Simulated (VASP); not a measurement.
# Ge (Fd-3m) in VASP: single point with B3LYP

Aim: the single point of Ge with B3LYP.

Program: VASP 6.6.1. These are calculated values, not measurements. Logs are shortened: lines on timing, memory, paths and dates and some standing lists are left out, and cuts for length are marked.

## (1) The cell of the first run

It takes space group Fd-3m (No. 227, cubic). Conventional cell: a = 5.894 Å, b = 5.894 Å, c = 5.894 Å, α = 90.00°, β = 90.00°, γ = 90.00°. Within 3.4 Å of Ge (site symmetry -43m) lie 4 Ge at 2.55 Å.

## (2) Single point, B3LYP

File POSCAR:

```
Ge
1.0
    0.0000000000      2.9469155335      2.9469155335
    2.9469155335      0.0000000000      2.9469155335
    2.9469155335      2.9469155335      0.0000000000
Ge
2
Direct
    0.5000000000      0.5000000000      0.5000000000
    0.7500000000      0.7500000000      0.7500000000
```

File INCAR.step1:

```
PREC = Accurate
ENCUT = 520
EDIFF = 1E-5
ISMEAR = -1
SIGMA = 0.1
LREAL = F
LASPH = T
NELM = 100
ALGO = Normal
ISIF = 2
LWAVE = T
LCHARG = F
NBANDS = 21
GGA = PE
```

File INCAR.step2:

```
PREC = Accurate
ENCUT = 520
EDIFF = 1E-6
ISMEAR = -1
SIGMA = 0.1
LREAL = F
LASPH = T
NELM = 100
ALGO = Normal
ISIF = 2
LWAVE = F
LCHARG = F
GGA = B3
LHFCALC = T
AEXX = 0.2
AGGAX = 0.72
AGGAC = 0.81
ALDAC = 0.19
PRECFOCK = Normal
NBANDS = 21
ISTART = 1
```

File KPOINTS:

```
Automatic mesh
0
Gamma
  5 5 5
```

Potentials or basis: VASP PAW PBE potentials, release 64 (Ge_d).

Run with:

```console
cat potpaw_PBE.64/Ge_d/POTCAR > POTCAR
cp INCAR.step1 INCAR
mpirun -np 1 vasp_std > vasp.out
cp INCAR.step2 INCAR
mpirun -np 1 vasp_std > vasp.out
```

OUTCAR:

```text
PREC = Accurate
   ENCUT = 520
   EDIFF = 1E-6
   ISMEAR = -1
   LREAL = F
   LASPH = T
   NELM = 100
   ISIF = 2
   GGA = B3
   LHFCALC = T
   AEXX = 0.2
   PRECFOCK = Normal
   ISTART = 1

 ion  position               nearest neighbor table
   1  0.500  0.500  0.500-   2 2.55   2 2.55   2 2.55   2 2.55
   2  0.750  0.750  0.750-   1 2.55   1 2.55   1 2.55   1 2.55

  LATTYP: Found a face centered cubic cell.
 ALAT       =     5.8938310670

  Lattice vectors:

 A1 = (   0.0000000000,   2.9469155335,   2.9469155335)
 A2 = (   2.9469155335,   0.0000000000,   2.9469155335)
 A3 = (   2.9469155335,   2.9469155335,   0.0000000000)

Analysis of symmetry for initial positions (statically):
=====================================================================
 Subroutine PRICEL returns:
 Original cell was already a primitive cell.

 Routine SETGRP: Setting up the symmetry group for a
 face centered cubic supercell.

 Subroutine GETGRP returns: Found 48 space group operations
 (whereof 24 operations were pure point group operations)
 out of a pool of 48 trial point group operations.

The static configuration has the point symmetry T_d .
 The point group associated with its full space group is O_h .

Analysis of symmetry for dynamics (positions and initial velocities):
=====================================================================
 Subroutine PRICEL returns:
 Original cell was already a primitive cell.

 Routine SETGRP: Setting up the symmetry group for a
 face centered cubic supercell.

 Subroutine GETGRP returns: Found 48 space group operations
 (whereof 24 operations were pure point group operations)
 out of a pool of 48 trial point group operations.

The dynamic configuration has the point symmetry T_d .
 The point group associated with its full space group is O_h .

 Subroutine INISYM returns: Found 48 space group operations
 (whereof 24 operations are pure point group operations),
 and found     1 'primitive' translations

----------------------------------------------------------------------------------------

                                     Primitive cell

  volume of cell :      51.1839

  direct lattice vectors                    reciprocal lattice vectors
     0.000000000  2.946915533  2.946915533    -0.169668928  0.169668928  0.169668928
     2.946915533  0.000000000  2.946915533     0.169668928 -0.169668928  0.169668928
     2.946915533  2.946915533  0.000000000     0.169668928  0.169668928 -0.169668928

  length of vectors
     4.167567915  4.167567915  4.167567915     0.293875204  0.293875204  0.293875204

  position of ions in fractional coordinates (direct lattice)
     0.500000000  0.500000000  0.500000000
     0.750000000  0.750000000  0.750000000

  ion indices of the primitive-cell ions
   primitive index   ion index
                 1           1
                 2           2

----------------------------------------------------------------------------------------

 KPOINTS: Automatic mesh

Automatic generation of k-mesh.
 Grid dimensions read from file:
 generate k-points for:    5    5    5

 Generating k-lattice:

  Cartesian coordinates                     Fractional coordinates (reciprocal lattice)
    -0.033933786  0.033933786  0.033933786     0.200000000  0.000000000  0.000000000
     0.033933786 -0.033933786  0.033933786     0.000000000  0.200000000  0.000000000
     0.033933786  0.033933786 -0.033933786     0.000000000  0.000000000  0.200000000

  Length of vectors
     0.058775041  0.058775041  0.058775041

  Shift w.r.t. Gamma in fractional coordinates (k-lattice)
     0.000000000  0.000000000  0.000000000

 Subroutine IBZKPT returns following result:
 ===========================================

 Found     10 irreducible k-points:

 Following reciprocal coordinates:
            Coordinates               Weight
  0.000000  0.000000  0.000000      1.000000
  0.200000  0.000000  0.000000      8.000000
  0.400000  0.000000  0.000000      8.000000
  0.200000  0.200000  0.000000      6.000000
  0.400000  0.200000  0.000000     24.000000
 -0.400000  0.200000  0.000000     24.000000
 -0.200000  0.200000  0.000000     12.000000
  0.400000  0.400000  0.000000      6.000000
 -0.400000  0.400000  0.000000     12.000000
 -0.400000  0.400000  0.200000     24.000000
   k-points           NKPTS =     10   k-points in BZ     NKDIM =    125   number of bands    NBANDS=     21
   number of dos      NEDOS =    301   number of ions     NIONS =      2
   total plane-waves  NPLWV =  32768
   dimension x,y,z NGX =    32 NGY =   32 NGZ =   32
   dimension x,y,z NGXF=    64 NGYF=   64 NGZF=   64
   ions per type =               2
   NGX,Y,Z   is equivalent  to a cutoff of  12.76, 12.76, 12.76 a.u.
   NGXF,Y,Z  is equivalent  to a cutoff of  25.53, 25.53, 25.53 a.u.
 SYSTEM =  unknown system
   PREC   = accura    normal or accurate (medium, high low for compatibility)
   ISTART =      1    job   : 0-new  1-cont  2-samecut
   ICHARG =      0    charge: 1-file 2-atom 10-const
   ISPIN  =      1    spin polarized calculation?
   LNONCOLLINEAR =      F non collinear calculations
   LSORBIT =      F    spin-orbit coupling
   LASPH  =      T    aspherical Exc in radial PAW
   ENCUT  =  520.0 eV  38.22 Ry    6.18 a.u.   7.75  7.75  7.75*2*pi/ulx,y,z
   NELM   =    100;   NELMIN=  2; NELMDL=  0     # of ELM steps
   EDIFF  = 0.1E-05   stopping-criterion for ELM
   LREAL  =      F    real-space projection
   EDIFFG = 0.1E-04   stopping-criterion for IOM
   NSW    =      0    number of steps for IOM
   IBRION =     -1    ionic relax: 0-MD 1-quasi-New 2-CG
   NFREE  =      0    steps in history (QN), initial steepest desc. (CG)
   ISIF   =      2    stress and relaxation
   ISYM   =      3    0-nonsym 1-usesym 2-fastsym
   POTIM  = 0.5000    time-step for ionic-motion
   TEBEG  =    0.0;   TEEND  =   0.0 temperature during run
   PSTRESS=    0.0 pullay stress
   NELECT =      28.0000    total number of electrons
   NUPDOWN=      -1.0000    fix difference up-down
   EMIN   =  10.00;   EMAX   =-10.00  energy-range for DOS
   EFERMI =   0.00;   METHOD = LEGACY
   ISMEAR =    -1;   SIGMA  =   0.10  broadening in eV -4-tet -1-fermi 0-gaus
   EFERMI_NEDOS =   21; number of points for ismear=-14 and -15
   IALGO  =     38    algorithm
   IMIX   =      1    mixing-type and parameters
     AMIX     =   0.40;   BMIX     =  1.00
     AMIX_MAG =   1.60;   BMIX_MAG =  1.00
  volume/ion in A,a.u.               =      25.59       172.70
  Fermi-wavevector in a.u.,A,eV,Ry     =   1.338905  2.530164 24.390716  1.792667
  Thomas-Fermi vector in A             =   2.467339
   LORBIT       =      0    0 simple, 1 ext, 2 COOP (PROOUT), +10 PAW based schemes
   GGA     = B3    functional components
   LHFCALC =     T    Hartree Fock is set to
   PRECFOCK=normal    Normal, Fast or Accurate (Low or Medium for compatibility)
   ENCUT4O =  -1.0   cutoff for four orbital integrals eV
   NKREDX  =     1    reduce k-point grid by
   NKREDY  =     1    reduce k-point grid by
   NKREDZ  =     1    reduce k-point grid by
   AEXX    =    0.2000 exact exchange contribution
   HFSCREEN=    0.0000 screening length (either q_TF or 0.3 A-1)
   HFSCREENC=   0.0000 screening length for correlation (either q_TF or 0.3 A-1)
   ENCUTFOCK=  -1.0 apply spherical cutoff to Coloumb kernel
   IVDW    =     0    specifies the selected vdW correction
   LEPSILON=     F    determine dielectric tensor
   LRPA    =     F    only Hartree local field effects (RPA)
 non-spin polarized calculation
  energy-cutoff  :      520.00
  volume of cell :       51.18
 maximum number of plane-waves:      1411
  NGX = 24; NGY = 24; NGZ = 24

 number of electron      27.9999979 magnetization

 Free energy of the ion-electron system (eV)
  ---------------------------------------------------
  ext. energy  EPLUGINS =         0.00000000
  ---------------------------------------------------
  free energy    TOTEN  =        -9.80100108 eV

  energy without entropy =       -9.79767509  energy(sigma->0) =       -9.79933808

 E-fermi :   3.8123     XC(G=0):  -7.4466

 val. band max:        3.7446396487   @ k =   0.0000   0.0000   0.0000
 cond. band min:       4.4356745173   @ k =   0.4000   0.0000   0.0000
 fundamental gap:      0.6910348686
 Fermi energy:         3.8123354550

 k-point     1 :       0.0000    0.0000    0.0000
  band No.  band energies     occupation
      1     -23.6752      2.00000
      2     -23.6752      2.00000
      3     -23.6752      2.00000
      4     -23.6455      2.00000
      5     -23.6455      2.00000
      6     -23.4937      2.00000
[... 13 lines left out ...]
     20      14.1605      0.00000
     21      14.1605      0.00000

 k-point     2 :       0.2000    0.0000    0.0000
  band No.  band energies     occupation
      1     -23.6858      2.00000
      2     -23.6858      2.00000
      3     -23.6708      2.00000
      4     -23.6299      2.00000
      5     -23.6299      2.00000
      6     -23.5091      2.00000
[... 13 lines left out ...]
     20      13.0539      0.00000
     21      13.0539      0.00000

 k-point     3 :       0.4000    0.0000    0.0000
  band No.  band energies     occupation
      1     -23.6932      2.00000
      2     -23.6932      2.00000
      3     -23.6632      2.00000
      4     -23.6164      2.00000
      5     -23.6164      2.00000
      6     -23.5186      2.00000
[... 13 lines left out ...]
     20      14.4747      0.00000
     21      14.4748      0.00000

 k-point     4 :       0.2000    0.2000    0.0000
  band No.  band energies     occupation
      1     -23.6853      2.00000
      2     -23.6853      2.00000
      3     -23.6797      2.00000
      4     -23.6297      2.00000
      5     -23.6105      2.00000
      6     -23.5402      2.00000
[... 13 lines left out ...]
     20      13.5637      0.00000
     21      14.8241      0.00000

 k-point     5 :       0.4000    0.2000    0.0000
  band No.  band energies     occupation
      1     -23.7022      2.00000
      2     -23.6942      2.00000
      3     -23.6590      2.00000
      4     -23.6109      2.00000
      5     -23.5910      2.00000
      6     -23.5590      2.00000
[... 13 lines left out ...]
     20      14.6994      0.00000
     21      15.7376      0.00000

 k-point     6 :      -0.4000    0.2000    0.0000
  band No.  band energies     occupation
      1     -23.7085      2.00000
      2     -23.6993      2.00000
      3     -23.6413      2.00000
      4     -23.6022      2.00000
      5     -23.5962      2.00000
      6     -23.5427      2.00000
[... 13 lines left out ...]
     20      14.0055      0.00000
     21      15.3719      0.00000

 k-point     7 :      -0.2000    0.2000    0.0000
  band No.  band energies     occupation
      1     -23.6972      2.00000
      2     -23.6966      2.00000
      3     -23.6551      2.00000
      4     -23.6220      2.00000
      5     -23.6060      2.00000
      6     -23.5332      2.00000
[... 13 lines left out ...]
     20      14.3117      0.00000
     21      14.7329      0.00000

 k-point     8 :       0.4000    0.4000    0.0000
  band No.  band energies     occupation
      1     -23.6994      2.00000
      2     -23.6994      2.00000
      3     -23.6573      2.00000
      4     -23.6046      2.00000
      5     -23.5888      2.00000
      6     -23.5510      2.00000
[... 13 lines left out ...]
     20      16.6079      0.00000
     21      16.8115      0.00000

 k-point     9 :      -0.4000    0.4000    0.0000
  band No.  band energies     occupation
      1     -23.7111      2.00000
      2     -23.7019      2.00000
      3     -23.6331      2.00000
      4     -23.6036      2.00000
      5     -23.5693      2.00000
      6     -23.5606      2.00000
[... 13 lines left out ...]
     20      15.0402      0.00000
     21      17.1021      0.00000

 k-point    10 :      -0.4000    0.4000    0.2000
  band No.  band energies     occupation
      1     -23.7100      2.00000
      2     -23.7060      2.00000
      3     -23.6294      2.00000
      4     -23.5904      2.00000
      5     -23.5823      2.00000
      6     -23.5666      2.00000
[... 13 lines left out ...]
     20      14.7892      0.00000
     21      17.3108      0.00000

------------------------ aborting loop because EDIFF is reached ----------------------------------------

  FORCE on cell =-STRESS in cart. coord.  units (eV):
  Direction    XX          YY          ZZ          XY          YZ          ZX
  --------------------------------------------------------------------------------------
  -------------------------------------------------------------------------------------
  Total       -0.9110450     -0.9110450     -0.9110450      0.0000000      0.0000000      0.0000000
  in kB      -28.5178887    -28.5178887    -28.5178887      0.0000000      0.0000000      0.0000000
  external PRESSURE =     -28.5178887 kB  Pullay stress =       0.0000000 kB

 VOLUME and BASIS-vectors are now :
 -----------------------------------------------------------------------------
  energy-cutoff  :      520.00
  volume of cell :       51.18
      direct lattice vectors                 reciprocal lattice vectors
     0.000000000  2.946915533  2.946915533    -0.169668928  0.169668928  0.169668928
     2.946915533  0.000000000  2.946915533     0.169668928 -0.169668928  0.169668928
     2.946915533  2.946915533  0.000000000     0.169668928  0.169668928 -0.169668928

 POSITION                                       TOTAL-FORCE (eV/Angst)
 -----------------------------------------------------------------------------------
      2.94692      2.94692      2.94692         0.000000      0.000000      0.000000
      4.42037      4.42037      4.42037        -0.000000     -0.000000     -0.000000
 -----------------------------------------------------------------------------------
    total drift:                               -0.000000      0.000000      0.000001

  FREE ENERGIE OF THE ION-ELECTRON SYSTEM (eV)
  ---------------------------------------------------
  free  energy   TOTEN  =        -9.8010010789 eV

  energy  without entropy=       -9.7976750893  energy(sigma->0) =       -9.79933808
```

It took 58 min on 1 thread of Intel Xeon 8259CL, shared host; peak memory 0.19 GiB.

Results:

- Free energy: -9.8010 eV
- Pressure: -2.9 GPa
- Band gap on the k mesh: zero (filled and empty bands touch)

Caveat: the k points lie up to 0.37 Å⁻¹ apart; the PAW data sets were made with another functional, which shifts forces and pressure a little.

The gap in the log of VASP goes by the Fermi energy; the results here count the filled bands.